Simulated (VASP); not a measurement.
# Li7CaNb8O24 (a cell with a defect) in VASP: settings compared

Aim: see how the results for Li7CaNb8O24 (a cell with a defect) move with the level of theory and the settings. Levels: PBE, r2SCAN. Tasks: single point.

Everything below comes from runs of VASP 6.6.1. Logs are shortened: lines on timing, memory, paths and dates and some standing lists are left out, and cuts for length are marked.

## 1. The cell of the first run

The cell holds a defect, 40 atoms: a = 5.550 Å, b = 11.101 Å, c = 11.101 Å, α = 55.75°, β = 55.75°, γ = 55.75°.

## 2. Single point, PBE

Input file INCAR:

```
PREC = Accurate
ENCUT = 650
EDIFF = 1E-6
ISMEAR = 0
SIGMA = 0.01
LREAL = Auto
LASPH = True
NELM = 120
ALGO = Normal
ISIF = 2
LWAVE = False
LCHARG = True
GGA = PE
LELF = True
LVHAR = True
NBANDS = 166
NELECT = 278.0
GGA_COMPAT = False
ISYM = -1
```

Input file KPOINTS:

```
explicit points
1
Reciprocal
  0.25000000   0.25000000   0.25000000 1
```

Input file POSCAR:

```
Li7CaNb8O24
1.0
    2.5949501400      1.4981951600      4.6722232500
   -5.1899002700      2.9963903200      9.3444465000
    0.0000000000     -5.9927806400      9.3444465000
Li Nb O Ca
7 8 24 1
Direct
    0.7186897006      0.3630187917      0.3610910763
    0.2127069177      0.1106546910      0.1093393565
    0.7347124018      0.3612032790      0.8527174592
    0.2271855541      0.1110958592      0.6027161491
    0.7089821729      0.8587958574      0.3673218667
    0.2117315980      0.6074910701      0.1156620372
    0.7188639183      0.8504684043      0.8609657711
    1.0260694531      0.4956418590      0.4943026765
    0.5037815148      0.2480073270      0.2473440775
    0.9929488373      0.4910496084      1.0125183354
    0.5164785632      0.2369359587      0.7557251402
    0.9841038687      1.0115898771      0.4958681298
    0.5007419904      0.7587207572      0.2411250203
    0.9990036208      0.9986927423      1.0005460866
    0.4782946447      0.7493816700      0.7572310620
    0.2950738360      0.3172246288      0.4417654899
    0.6277814831      0.4442280358      0.1449105579
    0.8900636297      0.1436863453      0.3129747127
    0.3894129493      0.0725202458      0.3893834318
    0.7787807237      0.1943375397      0.0670807133
    0.1348709467      0.3894556601      0.1962779828
    0.2702631047      0.3208373961      0.9421658678
    0.6855972740      0.4252128223      0.6452158946
    0.9008729104      0.1330978625      0.8180773521
    0.3988583050      0.0622045018      0.8894275623
    0.7873623064      0.1925013531      0.5675851757
    0.1694013015      0.3863304823      0.6912544680
    0.2882536710      0.8384205334      0.4270581342
    0.6376300185      0.9469041689      0.1329838636
    0.8835727286      0.6368499322      0.3266625151
    0.3899435406      0.5752317452      0.3899900581
    0.7816520928      0.6930289311      0.0715284165
    0.1349547464      0.8888052793      0.1940053243
    0.2657217463      0.8189104884      0.9459921635
    0.6473387113      0.9410027747      0.6331918257
    0.8505604425      0.6397882985      0.8407417293
    0.3809274260      0.5671631435      0.8848112777
    0.7731237386      0.6883341796      0.5793496964
    0.1342952361      0.8823810370      0.6933372768
    0.2377840521      0.6157982795      0.6194014327
```

Potentials or basis: VASP PAW PBE potentials, release 64 (Li_sv, Nb_sv, O, Ca_sv).

The run is started by

```bash
$ cat potpaw_PBE.64/Li_sv/POTCAR potpaw_PBE.64/Nb_sv/POTCAR potpaw_PBE.64/O/POTCAR potpaw_PBE.64/Ca_sv/POTCAR > POTCAR
$ mpirun -np 1 vasp_std > vasp.out
```

OUTCAR:

```text
PREC = Accurate
   ENCUT = 650
   EDIFF = 1E-6
   ISMEAR = 0
   LREAL = Auto
   LASPH = True
   NELM = 120
   ISIF = 2
   GGA = PE
   NELECT = 278.0
   ISYM = -1

 ion  position               nearest neighbor table
   1  0.719  0.363  0.361-  21 2.04  26 2.07  31 2.08  16 2.25
   2  0.213  0.111  0.109-  18 2.02  29 2.07  22 2.07  20 2.27
   3  0.735  0.361  0.853-  37 2.07  20 2.08  27 2.11  23 2.13
   4  0.227  0.111  0.603-  16 2.04  35 2.08  24 2.08  19 2.22  26 2.26
   5  0.709  0.859  0.367-  19 2.06  38 2.10  33 2.11  28 2.15
   6  0.212  0.607  0.116-  17 2.05  30 2.07  34 2.08  32 2.25  21 2.27
   7  0.719  0.850  0.861-  39 2.06  32 2.07  25 2.07  36 2.13
   8  0.026  0.496  0.494-  16 1.87  30 1.88  23 1.90  31 2.10  27 2.18  38 2.20
   9  0.504  0.248  0.247-  19 1.87  20 1.89  21 1.91  18 2.12  17 2.13  16 2.15
  10  0.993  0.491  0.013-  17 1.87  22 1.89  36 1.92  21 2.07  37 2.15  32 2.16
  11  0.516  0.237  0.756-  25 1.87  27 1.90  26 1.91  24 2.09  22 2.14  23 2.19
  12  0.984  0.012  0.496-  18 1.88  35 1.88  28 1.92  26 2.05  39 2.17  19 2.18
  13  0.501  0.759  0.241-  32 1.86  33 1.88  31 1.93  29 2.08  28 2.14  30 2.20
  14  0.999  0.999  0.001-  29 1.88  24 1.88  34 1.89  33 2.12  20 2.13  25 2.16
  15  0.478  0.749  0.757-  39 1.87  37 1.88  38 1.91  34 2.10  36 2.16  35 2.19
  16  0.295  0.317  0.442-   8 1.87   4 2.04   9 2.15   1 2.25
  17  0.628  0.444  0.145-  10 1.87   6 2.05   9 2.13
  18  0.890  0.144  0.313-  12 1.88   2 2.02   9 2.12
  19  0.389  0.073  0.389-   9 1.87   5 2.06  12 2.18   4 2.22
  20  0.779  0.194  0.067-   9 1.89   3 2.08  14 2.13   2 2.27
  21  0.135  0.389  0.196-   9 1.91   1 2.04  10 2.07   6 2.27
  22  0.270  0.321  0.942-  10 1.89   2 2.07  11 2.14
  23  0.686  0.425  0.645-   8 1.90   3 2.13  11 2.19  40 2.22
  24  0.901  0.133  0.818-  14 1.88   4 2.08  11 2.09
  25  0.399  0.062  0.889-  11 1.87   7 2.07  14 2.16
  26  0.787  0.193  0.568-  11 1.91  12 2.05   1 2.07   4 2.26
  27  0.169  0.386  0.691-  11 1.90   3 2.11   8 2.18  40 2.39
  28  0.288  0.838  0.427-  12 1.92  13 2.14   5 2.15  40 2.22
  29  0.638  0.947  0.133-  14 1.88   2 2.07  13 2.08
  30  0.884  0.637  0.327-   8 1.88   6 2.07  13 2.20
  31  0.390  0.575  0.390-  13 1.93   1 2.08   8 2.10  40 2.42
  32  0.782  0.693  0.072-  13 1.86   7 2.07  10 2.16   6 2.25
  33  0.135  0.889  0.194-  13 1.88   5 2.11  14 2.12
  34  0.266  0.819  0.946-  14 1.89   6 2.08  15 2.10
  35  0.647  0.941  0.633-  12 1.88   4 2.08  15 2.19
  36  0.851  0.640  0.841-  10 1.92   7 2.13  15 2.16  40 2.21
  37  0.381  0.567  0.885-  15 1.88   3 2.07  10 2.15
  38  0.773  0.688  0.579-  15 1.91   5 2.10   8 2.20  40 2.46
  39  0.134  0.882  0.693-  15 1.87   7 2.06  12 2.17
  40  0.238  0.616  0.619-  36 2.21  28 2.22  23 2.22  27 2.39  31 2.42  38 2.46

IMPORTANT INFORMATION: All symmetrisations will be switched off!
NOSYMM: (Re-)initialisation of all symmetry stuff for point group C_1.

----------------------------------------------------------------------------------------

[... 140 lines left out ...]
   EFERMI =   0.00;   METHOD = LEGACY
   ISMEAR =     0;   SIGMA  =   0.01  broadening in eV -4-tet -1-fermi 0-gaus
   EFERMI_NEDOS =   21; number of points for ismear=-14 and -15
   IALGO  =     38    algorithm
   IMIX   =      4    mixing-type and parameters
     AMIX     =   0.40;   BMIX     =  1.00
     AMIX_MAG =   1.60;   BMIX_MAG =  1.00
  volume/ion in A,a.u.               =      10.90        73.55
  Fermi-wavevector in a.u.,A,eV,Ry     =   1.409113  2.662837 27.015704  1.985598
  Thomas-Fermi vector in A             =   2.531202
   LORBIT       =      0    0 simple, 1 ext, 2 COOP (PROOUT), +10 PAW based schemes
   GGA     = PE    functional components
   LHFCALC =     F    Hartree Fock is set to
   AEXX    =    0.0000 exact exchange contribution
   IVDW    =     0    specifies the selected vdW correction
   LEPSILON=     F    determine dielectric tensor
   LRPA    =     F    only Hartree local field effects (RPA)
 non-spin polarized calculation
 Gauss-broadening in eV      SIGMA  =   0.01
  energy-cutoff  :      650.00
  volume of cell :      435.95
 maximum number of plane-waves:     16398
 NGX is ok and might be reduce to    48
   NGX = 23   NGY = 47   NGZ = 47

 number of electron     278.0000005 magnetization

 Free energy of the ion-electron system (eV)
  ---------------------------------------------------
  ext. energy  EPLUGINS =         0.00000000
  ---------------------------------------------------
  free energy    TOTEN  =      -327.76083680 eV

  energy without entropy =     -327.76083680  energy(sigma->0) =     -327.76083680

 E-fermi :   3.6160     XC(G=0): -10.7723

 val. band max:        3.5007917218   @ k =   0.2500   0.2500   0.2500
 cond. band min:       7.0876419895   @ k =   0.2500   0.2500   0.2500
 fundamental gap:      3.5868502677
 Fermi energy:         3.6160490698

 k-point     1 :       0.2500    0.2500    0.2500
  band No.  band energies     occupation
      1     -50.7125      2.00000
      2     -50.7026      2.00000
      3     -50.6882      2.00000
      4     -50.6682      2.00000
      5     -50.6580      2.00000
      6     -50.6538      2.00000
[... 143 lines left out ...]
    150       8.0771      0.00000
    151       8.1399      0.00000
 [bands above 151 left out]

------------------------ aborting loop because EDIFF is reached ----------------------------------------

  FORCE on cell =-STRESS in cart. coord.  units (eV):
  Direction    XX          YY          ZZ          XY          YZ          ZX
  --------------------------------------------------------------------------------------
  -------------------------------------------------------------------------------------
  Total       -0.5736859      0.4322316     -7.2987202     -0.1335292      0.0611868     -0.0113117
  in kB       -2.1083977      1.5885278    -26.8240939     -0.4907436      0.2248725     -0.0415726
  external PRESSURE =      -9.1146546 kB  Pullay stress =       0.0000000 kB

 VOLUME and BASIS-vectors are now :
 -----------------------------------------------------------------------------
  energy-cutoff  :      650.00
  volume of cell :      435.95
      direct lattice vectors                 reciprocal lattice vectors
     2.594950140  1.498195160  4.672223250     0.192681930  0.111244964  0.071343623
    -5.189900270  2.996390320  9.344446500    -0.096340965  0.055622482  0.035671811
     0.000000000 -5.992780640  9.344446500     0.000000000 -0.111244964  0.035671811

 POSITION                                       TOTAL-FORCE (eV/Angst)
 -----------------------------------------------------------------------------------
     -0.01907      0.00054     10.12428         0.000799     -0.003938      0.001405
     -0.02232     -0.00501      3.04954        -0.002082     -0.001510     -0.001187
      0.03193     -2.92710     14.77616         0.000008      0.002962     -0.003305
      0.01296     -2.93869      7.73164        -0.002995      0.001519     -0.002767
     -2.61729      1.43420     14.76991        -0.000684      0.001260     -0.001858
     -2.60339      1.44436      7.74672        -0.003306     -0.001307     -0.001578
[... 32 lines left out ...]
     -4.23098     -1.30986     15.35167        -0.002479      0.008856     -0.013249
     -2.57889     -1.51052     12.65324         0.007189      0.001548      0.014093
 -----------------------------------------------------------------------------------
    total drift:                               -0.005021     -0.003447      0.006143

  FREE ENERGIE OF THE ION-ELECTRON SYSTEM (eV)
  ---------------------------------------------------
  free  energy   TOTEN  =      -327.7608368036 eV

  energy  without entropy=     -327.7608368036  energy(sigma->0) =     -327.76083680
```

OSZICAR:

```text
N       E                     dE             d eps       ncg     rms          rms(c)
DAV:   1     0.398198217266E+04    0.39820E+04   -0.16584E+05   332   0.208E+03
DAV:   2     0.105510575324E+03   -0.38765E+04   -0.37174E+04   388   0.709E+02
DAV:   3    -0.364394343189E+03   -0.46990E+03   -0.46571E+03   496   0.222E+02
DAV:   4    -0.396307463407E+03   -0.31913E+02   -0.31859E+02   568   0.549E+01
DAV:   5    -0.399432545016E+03   -0.31251E+01   -0.31236E+01   568   0.122E+01    0.544E+01
DAV:   6    -0.327341671080E+03    0.72091E+02   -0.38834E+02   456   0.598E+01    0.196E+01
DAV:   7    -0.327474182832E+03   -0.13251E+00   -0.38156E+01   504   0.196E+01    0.990E+00
DAV:   8    -0.327710681650E+03   -0.23650E+00   -0.42844E+00   576   0.631E+00    0.430E+00
DAV:   9    -0.327774528616E+03   -0.63847E-01   -0.96247E-01   472   0.345E+00    0.180E+00
DAV:  10    -0.327756970767E+03    0.17558E-01   -0.20618E-01   480   0.183E+00    0.302E-01
DAV:  11    -0.327759762287E+03   -0.27915E-02   -0.23021E-02   488   0.486E-01    0.203E-01
DAV:  12    -0.327760515423E+03   -0.75314E-03   -0.26744E-03   552   0.173E-01    0.976E-02
DAV:  13    -0.327760809756E+03   -0.29433E-03   -0.61838E-04   416   0.778E-02    0.244E-02
DAV:  14    -0.327760837066E+03   -0.27310E-04   -0.12598E-04   544   0.485E-02    0.235E-02
DAV:  15    -0.327760835865E+03    0.12018E-05   -0.18601E-05   488   0.124E-02    0.132E-02
DAV:  16    -0.327760836804E+03   -0.93907E-06   -0.36731E-06   288   0.687E-03
   1 F= -.32776084E+03 E0= -.32776084E+03  d E =-.114455E-59
```

stdout:

```text
POSCAR found type information on POSCAR LiNbO Ca
 POSCAR found :  4 types and      40 ions
 scaLAPACK will be used
 LDA part: xc-table for (Slater+PW92), standard interpolation
 POSCAR, INCAR and KPOINTS ok, starting setup
 FFT: planning ... GRIDC
 FFT: planning ... GRID_SOFT
 FFT: planning ... GRID
 WAVECAR not read
 entering main loop
 the old and the new charge density differ
 old charge density:   279.00000 new  278.00000
    0.544E+01
```

Run time: 5.3 min. Hardware: 1 thread of Intel Xeon 6975P-C (Granite Rapids), shared host; peak memory 0.89 GiB.

Results:

- Free energy: -327.7608 eV
- Largest force: 0.057 eV/Å

Forces in eV/Å, atoms in the order of the input:
```
Li   0.001 -0.004  0.001
Li  -0.002 -0.002 -0.001
Li   0.000  0.003 -0.003
Li  -0.003  0.002 -0.003
Li  -0.001  0.001 -0.002
Li  -0.003 -0.001 -0.002
Li   0.000 -0.005  0.000
Nb   0.009 -0.017  0.020
Nb  -0.010 -0.009  0.030
Nb  -0.008  0.013  0.031
Nb   0.003  0.024  0.031
Nb   0.005  0.025  0.039
Nb   0.000  0.003  0.026
Nb   0.004 -0.012  0.021
Nb   0.007 -0.016  0.028
O   -0.005  0.011 -0.014
O    0.013 -0.002 -0.008
O   -0.005 -0.013 -0.009
O   -0.009  0.000 -0.010
O    0.007 -0.007 -0.007
O    0.009  0.007 -0.007
O   -0.005  0.004 -0.010
O    0.049  0.007  0.007
O   -0.010 -0.008 -0.011
O   -0.006 -0.009 -0.013
O    0.010 -0.016 -0.012
O    0.011 -0.003 -0.023
O   -0.036  0.042  0.008
O    0.013  0.002 -0.012
O   -0.006 -0.004 -0.015
O   -0.003  0.018 -0.020
O    0.007 -0.009 -0.010
O    0.004  0.014 -0.008
O   -0.005  0.016 -0.011
O    0.005 -0.007 -0.011
O   -0.022 -0.052  0.007
O   -0.012  0.002 -0.007
O   -0.010 -0.007 -0.021
O   -0.002  0.009 -0.013
Ca   0.007  0.002  0.014
```

Levels at points of the mesh, in eV from the Fermi level:
```
           k point  band 137  band 138  band 139  band 140  band 141  band 142
(0.25, 0.25, 0.25)     -0.18     -0.15     -0.12      3.47      3.61      3.63
```

Caveat: the cell carries a net charge on a neutralising background, which shifts energy and pressure; the cell is charged against a uniform background, so pressure and absolute levels hang on convention.

(Continued in part 2 of 2.)
